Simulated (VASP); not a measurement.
Pd, 2 atoms in the cell. Symmetry: P6_3/mmc, No. 194, hexagonal system. The conventional cell has a = 2.823 Å, b = 2.823 Å, c = 4.741 Å, α = 90.00°, β = 90.00°, γ = 120.00°. Within 3.7 Å of Pd (site symmetry -6m2) lie 12 Pd at 2.82 to 2.88 Å. This isn't the form of Pd at room conditions, which is fcc.

```yaml
Program: VASP 6.6.1
Task: single point
Functional: revPBE
Potentials_or_basis: VASP PAW PBE potentials, release 64 (Pd)
Cutoff: 520 eV
k_mesh: 15 × 15 × 8
Occupations: fermi-dirac, width 0.05 eV
Spin: collinear spin
Starting_moments: "[0.349, 0.349] μB"
Dipole_correction: no
Further_INCAR_settings: ALGO = Normal; EDIFF = 1e-06; NBANDS = 21
```

Potentials or basis: VASP PAW PBE potentials, release 64 (Pd).

The run is started by

```console
$ cat potpaw_PBE.64/Pd/POTCAR > POTCAR
$ mpirun -np 1 vasp_std > vasp.out
```

Hardware: 1 thread of Intel Xeon 8259CL, with other jobs on the host.

Task: Estimate the wall time of this run.

Result: It took 2.3 min on 1 thread of Intel Xeon 8259CL, with other jobs on the host, peak memory 0.26 GiB. Counts: scf iterations 12, k points 135.
